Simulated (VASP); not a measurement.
# TiO2 (P1) in VASP: single point with LDA

Aim: the single point of TiO2 with LDA.

Everything below comes from runs of VASP 6.6.1. Logs are shortened: lines on timing, memory, paths and dates and some standing lists are left out, and cuts for length are marked.

## Step 1: The cell of the first run

The typed cell holds 9 atoms: a = 5.425 Å, b = 5.425 Å, c = 5.882 Å, α = 90.00°, β = 90.00°, γ = 120.00°.

## Step 2: Single point, LDA (atom 4 (O) moved +0.060 Å along Cartesian [1 1 0])

INCAR reads:

```
SYSTEM = TiO2
PREC = Accurate
ENCUT = 600
EDIFF = 1E-6
ISMEAR = 0
SIGMA = 0.05
LREAL = .FALSE.
LASPH = .TRUE.
NELM = 120
ALGO = Normal
ISIF = 2
LWAVE = .FALSE.
LCHARG = .TRUE.
GGA = CA
LELF = .TRUE.
LVHAR = .TRUE.
NBANDS = 46
GGA_COMPAT = .FALSE.
```

KPOINTS reads:

```
Automatic mesh
0
G
  6 6 4
  0 0 0
```

POSCAR reads:

```
TiO2
1.0
    5.4253475240      0.0000000000      0.0000000000
   -2.7126737620      4.6984887801      0.0000000000
    0.0000000000      0.0000000000      5.8820684305
Ti O
3 6
Direct
    0.4567123787      0.0000000000      0.3333333333
    0.0000000000      0.4567123787      0.6666666667
    0.5432876213      0.5432876213      0.0000000000
    0.4271235897      0.2954698890      0.2258760546
    0.7135599095      0.1283485651      0.5592093880
    0.8716514349      0.5852113444      0.8925427213
    0.2864400905      0.4147886556      0.7741239454
    0.1283485651      0.7135599095      0.4407906120
    0.5852113444      0.8716514349      0.1074572787
```

Potentials or basis: VASP PAW LDA potentials, release 64 (Ti_sv, O).

Started as:

```bash
$ cat potpaw_LDA.64/Ti_sv/POTCAR potpaw_LDA.64/O/POTCAR > POTCAR
$ mpirun -np 1 vasp_std > vasp.out
```

OUTCAR:

```text
SYSTEM = TiO2
   PREC = Accurate
   ENCUT = 600
   EDIFF = 1E-6
   ISMEAR = 0
   LREAL = .FALSE.
   LASPH = .TRUE.
   NELM = 120
   ISIF = 2
   GGA = CA

 ion  position               nearest neighbor table
   1  0.457  0.000  0.333-   8 1.79   9 1.79   5 1.79   4 1.80
   2  0.000  0.457  0.667-   5 1.79   7 1.79   6 1.79   8 1.79
   3  0.543  0.543  0.000-   4 1.77   9 1.79   6 1.79   7 1.79
   4  0.427  0.295  0.226-   3 1.77   1 1.80
   5  0.714  0.128  0.559-   2 1.79   1 1.79
   6  0.872  0.585  0.893-   3 1.79   2 1.79
   7  0.286  0.415  0.774-   2 1.79   3 1.79
   8  0.128  0.714  0.441-   1 1.79   2 1.79
   9  0.585  0.872  0.107-   3 1.79   1 1.79

  LATTYP: Found a hexagonal cell.
 ALAT       =     5.4253475240
 C/A-ratio  =     1.0841827928

  Lattice vectors:

 A1 = (   5.4253475240,   0.0000000000,   0.0000000000)
 A2 = (  -2.7126737620,   4.6984887801,   0.0000000000)
 A3 = (   0.0000000000,   0.0000000000,   5.8820684305)

Analysis of symmetry for initial positions (statically):
=====================================================================
 Subroutine PRICEL returns:
 Original cell was already a primitive cell.

 Routine SETGRP: Setting up the symmetry group for a
 hexagonal supercell.

 Subroutine GETGRP returns: Found  1 space group operations
 (whereof  1 operations were pure point group operations)
 out of a pool of 24 trial point group operations.

The static configuration has the point symmetry C_1 .

Analysis of symmetry for dynamics (positions and initial velocities):
=====================================================================
 Subroutine PRICEL returns:
 Original cell was already a primitive cell.

 Routine SETGRP: Setting up the symmetry group for a
 hexagonal supercell.

 Subroutine GETGRP returns: Found  1 space group operations
 (whereof  1 operations were pure point group operations)
 out of a pool of 24 trial point group operations.

The dynamic configuration has the point symmetry C_1 .

 Subroutine INISYM returns: Found  1 space group operations
 (whereof  1 operations are pure point group operations),
 and found     1 'primitive' translations

----------------------------------------------------------------------------------------

                                     Primitive cell

  volume of cell :     149.9394

  direct lattice vectors                    reciprocal lattice vectors
     5.425347524  0.000000000  0.000000000     0.184319990  0.106417196  0.000000000
    -2.712673762  4.698488780  0.000000000     0.000000000  0.212834391  0.000000000
     0.000000000  0.000000000  5.882068431     0.000000000  0.000000000  0.170008223

  length of vectors
     5.425347524  5.425347524  5.882068431     0.212834391  0.212834391  0.170008223

  position of ions in fractional coordinates (direct lattice)
     0.456712379  0.000000000  0.333333333
     0.000000000  0.456712379  0.666666667
     0.543287621  0.543287621  0.000000000
     0.427123590  0.295469889  0.225876055
     0.713559909  0.128348565  0.559209388
     0.871651435  0.585211344  0.892542721
     0.286440091  0.414788656  0.774123945
     0.128348565  0.713559909  0.440790612
     0.585211344  0.871651435  0.107457279

  ion indices of the primitive-cell ions
   primitive index   ion index
                 1           1
                 2           2
                 3           3
                 4           4
                 5           5
                 6           6
                 7           7
                 8           8
                 9           9

----------------------------------------------------------------------------------------

 KPOINTS: Automatic mesh

Automatic generation of k-mesh.
 Grid dimensions read from file:
 generate k-points for:    6    6    4

 Generating k-lattice:

  Cartesian coordinates                     Fractional coordinates (reciprocal lattice)
     0.030719998  0.017736199  0.000000000     0.166666667 -0.000000000  0.000000000
     0.000000000  0.035472399  0.000000000     0.000000000  0.166666667  0.000000000
     0.000000000  0.000000000  0.042502056     0.000000000  0.000000000  0.250000000

  Length of vectors
     0.035472399  0.035472399  0.042502056

  Shift w.r.t. Gamma in fractional coordinates (k-lattice)
     0.000000000  0.000000000  0.000000000

 Subroutine IBZKPT returns following result:
 ===========================================

 Found     76 irreducible k-points:

 Following reciprocal coordinates:
            Coordinates               Weight
  0.000000  0.000000  0.000000      1.000000
  0.166667  0.000000  0.000000      2.000000
  0.000000  0.166667  0.000000      2.000000
 -0.166667  0.166667  0.000000      2.000000
  0.333333  0.000000  0.000000      2.000000
  0.000000  0.333333  0.000000      2.000000
[... 16 lines left out ...]
  0.000000  0.166667  0.250000      2.000000
 -0.166667  0.166667  0.250000      2.000000
 [... further k-points ...]
   k-points           NKPTS =     76   k-points in BZ     NKDIM =     76   number of bands    NBANDS=     46
   number of dos      NEDOS =    301   number of ions     NIONS =      9
   total plane-waves  NPLWV = 110592
   dimension x,y,z NGX =    48 NGY =   48 NGZ =   48
   dimension x,y,z NGXF=    96 NGYF=   96 NGZF=   96
   ions per type =               3   6
   NGX,Y,Z   is equivalent  to a cutoff of  14.71, 14.71, 13.57 a.u.
   NGXF,Y,Z  is equivalent  to a cutoff of  29.42, 29.42, 27.13 a.u.
 SYSTEM =  TiO2
   PREC   = accura    normal or accurate (medium, high low for compatibility)
   ISTART =      0    job   : 0-new  1-cont  2-samecut
   ICHARG =      2    charge: 1-file 2-atom 10-const
   ISPIN  =      1    spin polarized calculation?
   LNONCOLLINEAR =      F non collinear calculations
   LSORBIT =      F    spin-orbit coupling
   LASPH  =      T    aspherical Exc in radial PAW
   ENCUT  =  600.0 eV  44.10 Ry    6.64 a.u.  10.84 10.84 11.75*2*pi/ulx,y,z
   NELM   =    120;   NELMIN=  2; NELMDL= -5     # of ELM steps
   EDIFF  = 0.1E-05   stopping-criterion for ELM
   LREAL  =      F    real-space projection
[... 7 lines left out ...]
   TEBEG  =    0.0;   TEEND  =   0.0 temperature during run
   PSTRESS=    0.0 pullay stress
   NELECT =      72.0000    total number of electrons
   NUPDOWN=      -1.0000    fix difference up-down
   EMIN   =  10.00;   EMAX   =-10.00  energy-range for DOS
   EFERMI =   0.00;   METHOD = LEGACY
   ISMEAR =     0;   SIGMA  =   0.05  broadening in eV -4-tet -1-fermi 0-gaus
   EFERMI_NEDOS =   21; number of points for ismear=-14 and -15
   IALGO  =     38    algorithm
   IMIX   =      4    mixing-type and parameters
     AMIX     =   0.40;   BMIX     =  1.00
     AMIX_MAG =   1.60;   BMIX_MAG =  1.00
  volume/ion in A,a.u.               =      16.66       112.43
  Fermi-wavevector in a.u.,A,eV,Ry     =   1.281977  2.422586 22.360715  1.643466
  Thomas-Fermi vector in A             =   2.414316
   LORBIT       =      0    0 simple, 1 ext, 2 COOP (PROOUT), +10 PAW based schemes
   GGA     = CA    functional components
   LHFCALC =     F    Hartree Fock is set to
   AEXX    =    0.0000 exact exchange contribution
   IVDW    =     0    specifies the selected vdW correction
   LEPSILON=     F    determine dielectric tensor
   LRPA    =     F    only Hartree local field effects (RPA)
 non-spin polarized calculation
 Gauss-broadening in eV      SIGMA  =   0.05
  energy-cutoff  :      600.00
  volume of cell :      149.94
 maximum number of plane-waves:      5039
 NGX is ok and might be reduce to    48
   NGX = 21   NGY = 21   NGZ = 23

 number of electron      72.0000015 magnetization

 Free energy of the ion-electron system (eV)
  ---------------------------------------------------
  ext. energy  EPLUGINS =         0.00000000
  ---------------------------------------------------
  free energy    TOTEN  =       -86.31229652 eV

  energy without entropy =      -86.31229652  energy(sigma->0) =      -86.31229652

 E-fermi :  -0.5265     XC(G=0):  -9.0943

 val. band max:       -0.8174115020   @ k =   0.5000   0.5000   0.0000
 cond. band min:       2.8183533447   @ k =   0.0000   0.0000   0.5000
 fundamental gap:      3.6357648467
 Fermi energy:        -0.5264964849

 k-point     1 :       0.0000    0.0000    0.0000
  band No.  band energies     occupation
      1     -55.2462      2.00000
      2     -55.1959      2.00000
      3     -55.1390      2.00000
      4     -32.1268      2.00000
      5     -32.0858      2.00000
      6     -32.0780      2.00000
[... 38 lines left out ...]
     45       4.7516      0.00000
     46       5.4894      0.00000

 k-point     2 :       0.1667    0.0000    0.0000
  band No.  band energies     occupation
      1     -55.2460      2.00000
      2     -55.1959      2.00000
      3     -55.1391      2.00000
      4     -32.1259      2.00000
      5     -32.0904      2.00000
      6     -32.0817      2.00000
[... 38 lines left out ...]
     45       5.0842      0.00000
     46       5.4409      0.00000

 k-point     3 :       0.0000    0.1667    0.0000
  band No.  band energies     occupation
      1     -55.2459      2.00000
      2     -55.1961      2.00000
      3     -55.1390      2.00000
      4     -32.1255      2.00000
      5     -32.0969      2.00000
      6     -32.0708      2.00000
[... 38 lines left out ...]
     45       5.0715      0.00000
     46       5.4518      0.00000

 k-point     4 :      -0.1667    0.1667    0.0000
  band No.  band energies     occupation
      1     -55.2461      2.00000
      2     -55.1957      2.00000
      3     -55.1392      2.00000
      4     -32.1256      2.00000
      5     -32.0949      2.00000
      6     -32.0763      2.00000
[... 920 lines left out ...]
     45       5.2930      0.00000
     46       5.5017      0.00000

 k-point    23 :       0.0000    0.1667    0.2500
  band No.  band energies     occupation
      1     -55.2458      2.00000
      2     -55.1962      2.00000
      3     -55.1390      2.00000
      4     -32.1215      2.00000
      5     -32.1017      2.00000
      6     -32.0768      2.00000
[... 38 lines left out ...]
     45       5.3118      0.00000
     46       5.5249      0.00000

 k-point    24 :      -0.1667    0.1667    0.2500
  band No.  band energies     occupation
      1     -55.2460      2.00000
      2     -55.1959      2.00000
      3     -55.1392      2.00000
      4     -32.1232      2.00000
      5     -32.0979      2.00000
      6     -32.0801      2.00000
[... 38 lines left out ...]
     45       5.3012      0.00000
     46       5.5091      0.00000

 [... further k-points ...]

------------------------ aborting loop because EDIFF is reached ----------------------------------------

  FORCE on cell =-STRESS in cart. coord.  units (eV):
  Direction    XX          YY          ZZ          XY          YZ          ZX
  --------------------------------------------------------------------------------------
  -------------------------------------------------------------------------------------
  Total        0.9011369      1.3630116      1.3283026      0.0978190     -0.4924920      0.0130845
  in kB        9.6290959     14.5644568     14.1935741      1.0452450     -5.2625226      0.1398141
  external PRESSURE =      12.7957089 kB  Pullay stress =       0.0000000 kB

 VOLUME and BASIS-vectors are now :
 -----------------------------------------------------------------------------
  energy-cutoff  :      600.00
  volume of cell :      149.94
      direct lattice vectors                 reciprocal lattice vectors
     5.425347524  0.000000000  0.000000000     0.184319990  0.106417196  0.000000000
    -2.712673762  4.698488780  0.000000000     0.000000000  0.212834391  0.000000000
     0.000000000  0.000000000  5.882068431     0.000000000  0.000000000  0.170008223

 POSITION                                       TOTAL-FORCE (eV/Angst)
 -----------------------------------------------------------------------------------
      2.47782      0.00000      1.96069         0.081092      0.080770     -0.028738
     -1.23891      2.14586      3.92138         0.005524      0.003199      0.091294
      1.47376      2.55263      0.00000         0.092759      0.401091     -0.383207
      1.51578      1.38826      1.32862        -0.133482     -0.535927      0.515213
      3.52314      0.60304      3.28931        -0.004411     -0.149928      0.001162
      3.14152      2.74961      5.25000         0.136456      0.073515     -0.025612
      0.42885      1.94888      4.55345        -0.038418     -0.125681     -0.110657
     -1.23932      3.35265      2.59276        -0.075418      0.061210     -0.103274
      0.81047      4.09544      0.63207        -0.064101      0.191752      0.043818
 -----------------------------------------------------------------------------------
    total drift:                               -0.000390      0.000236     -0.000034

  FREE ENERGIE OF THE ION-ELECTRON SYSTEM (eV)
  ---------------------------------------------------
  free  energy   TOTEN  =       -86.3122965209 eV

  energy  without entropy=      -86.3122965209  energy(sigma->0) =      -86.31229652
```

Wall time 15 min (1 thread of Intel Xeon Platinum 8259CL at 2.50GHz (Skylake/Cascade Lake), shared host); peak memory 0.59 GiB.

Results:

- Free energy: -86.3123 eV
- Pressure: 1.3 GPa
- Largest force: 0.755 eV/Å
- Band gap on the k mesh: 3.64 eV (least direct gap 3.65 eV)

Forces in eV/Å, atoms in the order of the input:
```
Ti   0.081  0.081 -0.029
Ti   0.006  0.003  0.091
Ti   0.093  0.401 -0.383
O   -0.133 -0.536  0.515
O   -0.004 -0.150  0.001
O    0.136  0.074 -0.026
O   -0.038 -0.126 -0.111
O   -0.075  0.061 -0.103
O   -0.064  0.192  0.044
```

Stress tensor (GPa, compression positive):
```
 0.96  0.10  0.01
 0.10  1.46 -0.53
 0.01 -0.53  1.42
```

Caveat: the cell differs from its parent crystal (atom 4 (O) moved +0.060 Å along Cartesian [1 1 0]). A k mesh can miss the band edges.
